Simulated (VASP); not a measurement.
# MgO (I4mm) in VASP: further runs, part 2 of 2

VASP 6.6.1. The steps go on from the part before.

## Step 3: Single point, PBEsol (all O atoms moved +0.075 Å, as atom 2 along Cartesian [0 0 1])

File INCAR:

```
SYSTEM = MgO
PREC     = Accurate       ! precision mode
ENCUT    = 520            ! plane-wave cutoff, eV
EDIFF    = 1E-6           ! SCF threshold, eV
ISMEAR   = 0              ! smearing method
SIGMA    = 0.05           ! smearing width, eV
LREAL    = .FALSE.        ! projectors in reciprocal space
LASPH    = .TRUE.         ! aspherical terms in the spheres
NELM     = 80             ! most SCF steps
ALGO     = Normal         ! electronic algorithm
ISIF     = 2              ! what is computed and relaxed
LWAVE    = .FALSE.        ! write WAVECAR
LCHARG   = .FALSE.        ! write CHGCAR
GGA      = PS             ! functional
NBANDS   = 11             ! bands
```

File KPOINTS:

```
regular mesh
0
G
  10 10 10
  0 0 0
```

File POSCAR:

```
MgO
1.0
    0.0000000000      2.1351500000      2.1351500000
    2.1351500000      0.0000000000      2.1351500000
    2.1351500000      2.1351500000      0.0000000000
Mg O
1 1
Direct
    0.0000000000      0.0000000000      0.0000000000
    0.5175631689      0.5175631689      0.4824368311
```

Potentials or basis: VASP PAW PBE potentials, release 64 (Mg, O).

Command:

```console
$ cat potpaw_PBE.64/Mg/POTCAR potpaw_PBE.64/O/POTCAR > POTCAR
$ mpirun -np 1 vasp_std > vasp.out
```

OUTCAR:

```text
SYSTEM = MgO
   PREC = Accurate
   ENCUT = 520
   EDIFF = 1E-6
   ISMEAR = 0
   LREAL = .FALSE.
   LASPH = .TRUE.
   NELM = 80
   ISIF = 2
   GGA = PS

 ion  position               nearest neighbor table
   1  0.000  0.000  0.000-   2 2.06   2 2.14   2 2.14   2 2.14   2 2.14   2 2.21
   2  0.518  0.518  0.482-   1 2.06   1 2.14   1 2.14   1 2.14   1 2.14   1 2.21

  LATTYP: Found a face centered cubic cell.
 ALAT       =     4.2703000000

  Lattice vectors:

 A1 = (   0.0000000000,   2.1351500000,   2.1351500000)
 A2 = (   2.1351500000,   0.0000000000,   2.1351500000)
 A3 = (   2.1351500000,   2.1351500000,   0.0000000000)

Analysis of symmetry for initial positions (statically):
=====================================================================
 Subroutine PRICEL returns:
 Original cell was already a primitive cell.

 Routine SETGRP: Setting up the symmetry group for a
 face centered cubic supercell.

 Subroutine GETGRP returns: Found  8 space group operations
 (whereof  8 operations were pure point group operations)
 out of a pool of 48 trial point group operations.

The static configuration has the point symmetry C_4v.

Analysis of symmetry for dynamics (positions and initial velocities):
=====================================================================
 Subroutine PRICEL returns:
 Original cell was already a primitive cell.

 Routine SETGRP: Setting up the symmetry group for a
 face centered cubic supercell.

 Subroutine GETGRP returns: Found  8 space group operations
 (whereof  8 operations were pure point group operations)
 out of a pool of 48 trial point group operations.

The dynamic configuration has the point symmetry C_4v.

 Subroutine INISYM returns: Found  8 space group operations
 (whereof  8 operations are pure point group operations),
 and found     1 'primitive' translations

----------------------------------------------------------------------------------------

                                     Primitive cell

  volume of cell :      19.4677

  direct lattice vectors                    reciprocal lattice vectors
     0.000000000  2.135150000  2.135150000    -0.234175585  0.234175585  0.234175585
     2.135150000  0.000000000  2.135150000     0.234175585 -0.234175585  0.234175585
     2.135150000  2.135150000  0.000000000     0.234175585  0.234175585 -0.234175585

  length of vectors
     3.019558088  3.019558088  3.019558088     0.405604011  0.405604011  0.405604011

  position of ions in fractional coordinates (direct lattice)
     0.000000000  0.000000000  0.000000000
     0.517563169  0.517563169  0.482436831

  ion indices of the primitive-cell ions
   primitive index   ion index
                 1           1
                 2           2

----------------------------------------------------------------------------------------

 KPOINTS: regular mesh

Automatic generation of k-mesh.
 Grid dimensions read from file:
 generate k-points for:   10   10   10

 Generating k-lattice:

  Cartesian coordinates                     Fractional coordinates (reciprocal lattice)
    -0.023417558  0.023417558  0.023417558     0.100000000  0.000000000  0.000000000
     0.023417558 -0.023417558  0.023417558     0.000000000  0.100000000  0.000000000
     0.023417558  0.023417558 -0.023417558     0.000000000  0.000000000  0.100000000

  Length of vectors
     0.040560401  0.040560401  0.040560401

  Shift w.r.t. Gamma in fractional coordinates (k-lattice)
     0.000000000  0.000000000  0.000000000

 Subroutine IBZKPT returns following result:
 ===========================================

 Found    102 irreducible k-points:

 Following reciprocal coordinates:
            Coordinates               Weight
  0.000000  0.000000  0.000000      1.000000
  0.100000  0.000000  0.000000      8.000000
  0.200000  0.000000  0.000000      8.000000
  0.300000  0.000000  0.000000      8.000000
  0.400000  0.000000  0.000000      8.000000
  0.500000  0.000000  0.000000      4.000000
[... 16 lines left out ...]
 -0.100000  0.100000  0.000000      4.000000
  0.000000 -0.100000  0.100000      8.000000
 [... further k-points ...]
   k-points           NKPTS =    102   k-points in BZ     NKDIM =    102   number of bands    NBANDS=     11
   number of dos      NEDOS =    301   number of ions     NIONS =      2
   total plane-waves  NPLWV =  13824
   dimension x,y,z NGX =    24 NGY =   24 NGZ =   24
   dimension x,y,z NGXF=    48 NGYF=   48 NGZF=   48
   ions per type =               1   1
   NGX,Y,Z   is equivalent  to a cutoff of  13.21, 13.21, 13.21 a.u.
   NGXF,Y,Z  is equivalent  to a cutoff of  26.43, 26.43, 26.43 a.u.
 SYSTEM =  MgO
   PREC   = accura    normal or accurate (medium, high low for compatibility)
   ISTART =      0    job   : 0-new  1-cont  2-samecut
   ICHARG =      2    charge: 1-file 2-atom 10-const
   ISPIN  =      1    spin polarized calculation?
   LNONCOLLINEAR =      F non collinear calculations
   LSORBIT =      F    spin-orbit coupling
   LASPH  =      T    aspherical Exc in radial PAW
   ENCUT  =  520.0 eV  38.22 Ry    6.18 a.u.   5.61  5.61  5.61*2*pi/ulx,y,z
   NELM   =     80;   NELMIN=  2; NELMDL= -5     # of ELM steps
   EDIFF  = 0.1E-05   stopping-criterion for ELM
   LREAL  =      F    real-space projection
   EDIFFG = 0.1E-04   stopping-criterion for IOM
   NSW    =      0    number of steps for IOM
   IBRION =     -1    ionic relax: 0-MD 1-quasi-New 2-CG
   NFREE  =      0    steps in history (QN), initial steepest desc. (CG)
   ISIF   =      2    stress and relaxation
   ISYM   =      2    0-nonsym 1-usesym 2-fastsym
   POTIM  = 0.5000    time-step for ionic-motion
   TEBEG  =    0.0;   TEEND  =   0.0 temperature during run
   PSTRESS=    0.0 pullay stress
   NELECT =       8.0000    total number of electrons
   NUPDOWN=      -1.0000    fix difference up-down
   EMIN   =  10.00;   EMAX   =-10.00  energy-range for DOS
   EFERMI =   0.00;   METHOD = LEGACY
   ISMEAR =     0;   SIGMA  =   0.05  broadening in eV -4-tet -1-fermi 0-gaus
   EFERMI_NEDOS =   21; number of points for ismear=-14 and -15
   IALGO  =     38    algorithm
   IMIX   =      4    mixing-type and parameters
     AMIX     =   0.40;   BMIX     =  1.00
     AMIX_MAG =   1.60;   BMIX_MAG =  1.00
  volume/ion in A,a.u.               =       9.73        65.69
  Fermi-wavevector in a.u.,A,eV,Ry     =   1.217119  2.300022 20.155386  1.481379
  Thomas-Fermi vector in A             =   2.352450
   LORBIT       =      0    0 simple, 1 ext, 2 COOP (PROOUT), +10 PAW based schemes
   GGA     = PS    functional components
   LHFCALC =     F    Hartree Fock is set to
   AEXX    =    0.0000 exact exchange contribution
   IVDW    =     0    specifies the selected vdW correction
   LEPSILON=     F    determine dielectric tensor
   LRPA    =     F    only Hartree local field effects (RPA)
 non-spin polarized calculation
 Gauss-broadening in eV      SIGMA  =   0.05
  energy-cutoff  :      520.00
  volume of cell :       19.47
 maximum number of plane-waves:       544
   NGX = 11   NGY = 11   NGZ = 11

 number of electron       8.0000001 magnetization

 Free energy of the ion-electron system (eV)
  ---------------------------------------------------
  ext. energy  EPLUGINS =         0.00000000
  ---------------------------------------------------
  free energy    TOTEN  =       -12.48417923 eV

  energy without entropy =      -12.48417923  energy(sigma->0) =      -12.48417923

 E-fermi :   3.0612     XC(G=0): -11.1107

 val. band max:        2.7602628647   @ k =   0.0000   0.0000   0.0000
 cond. band min:       7.0063895767   @ k =   0.0000   0.0000   0.0000
 fundamental gap:      4.2461267121
 Fermi energy:         3.0611876141

 k-point     1 :       0.0000    0.0000    0.0000
  band No.  band energies     occupation
      1     -14.2351      2.00000
      2       2.7523      2.00000
      3       2.7603      2.00000
      4       2.7603      2.00000
      5       7.0064      0.00000
      6      18.1771      0.00000
      7      18.1883      0.00000
      8      18.1883      0.00000
      9      21.8918      0.00000
     10      23.7434      0.00000
     11      23.7553      0.00000
[... 309 lines left out ...]
 k-point    24 :       0.0000   -0.1000    0.1000
  band No.  band energies     occupation
      1     -13.9773      2.00000
      2       1.3920      2.00000
      3       2.4389      2.00000
      4       2.6497      2.00000
      5       8.4433      0.00000
      6      15.8596      0.00000
      7      18.4998      0.00000
      8      18.8375      0.00000
      9      21.6208      0.00000
     10      23.0572      0.00000
     11      24.9096      0.00000

 [... further k-points ...]

------------------------ aborting loop because EDIFF is reached ----------------------------------------

  FORCE on cell =-STRESS in cart. coord.  units (eV):
  Direction    XX          YY          ZZ          XY          YZ          ZX
  --------------------------------------------------------------------------------------
  -------------------------------------------------------------------------------------
  Total       -0.7797682     -0.7797682     -0.5714659      0.0000000     -0.0000000      0.0000000
  in kB      -64.1742666    -64.1742666    -47.0311634      0.0000000     -0.0000000      0.0000000
  external PRESSURE =     -58.4598988 kB  Pullay stress =       0.0000000 kB

 VOLUME and BASIS-vectors are now :
 -----------------------------------------------------------------------------
  energy-cutoff  :      520.00
  volume of cell :       19.47
      direct lattice vectors                 reciprocal lattice vectors
     0.000000000  2.135150000  2.135150000    -0.234175585  0.234175585  0.234175585
     2.135150000  0.000000000  2.135150000     0.234175585 -0.234175585  0.234175585
     2.135150000  2.135150000  0.000000000     0.234175585  0.234175585 -0.234175585

 POSITION                                       TOTAL-FORCE (eV/Angst)
 -----------------------------------------------------------------------------------
      0.00000      0.00000      0.00000         0.000000      0.000000      0.344913
      2.13515      2.13515      2.21015         0.000000      0.000000     -0.344913
 -----------------------------------------------------------------------------------
    total drift:                                0.000000      0.000000     -0.000282

  FREE ENERGIE OF THE ION-ELECTRON SYSTEM (eV)
  ---------------------------------------------------
  free  energy   TOTEN  =       -12.4841792328 eV

  energy  without entropy=      -12.4841792328  energy(sigma->0) =      -12.48417923
```

It took 9.4 s on 1 thread of Intel Xeon 6975P-C, shared host; peak memory 0.15 GiB.

What came out:

| Item | Value |
| --- | --- |
| Free energy | -12.4842 eV |
| Pressure | -5.8 GPa |
| Largest force | 0.345 eV/Å |
| Band gap on the k mesh | 4.25 eV, direct |

Forces on the atoms (eV/Å):
```
Mg   0.000  0.000  0.345
O    0.000  0.000 -0.345
```

Levels at points of the mesh, in eV from the valence-band top:
| k point | band 1 | band 2 | band 3 | band 4 | band 5 | band 6 | band 7 | band 8 | band 9 |
| --- | --- | --- | --- | --- | --- | --- | --- | --- | --- |
| (0.00, 0.00, 0.00) | -17.00 | -0.01 | 0.00 | 0.00 | 4.25 | 15.42 | 15.43 | 15.43 | 19.13 |
| (0.50, 0.00, 0.00) | -15.79 | -4.50 | -0.62 | -0.61 | 7.49 | 12.02 | 15.76 | 15.78 | 20.15 |
| (0.50, 0.50, 0.00) | -15.54 | -3.97 | -1.31 | -1.31 | 8.88 | 9.41 | 12.56 | 18.24 | 18.24 |
| (0.00, 0.50, 0.50) | -15.54 | -3.97 | -1.31 | -1.31 | 8.89 | 9.42 | 12.55 | 18.22 | 18.27 |

Caveat: the cell differs from its parent crystal (all O atoms moved +0.075 Å, as atom 2 along Cartesian [0 0 1]); the PAW data sets were made with another functional, which shifts forces and pressure a little.
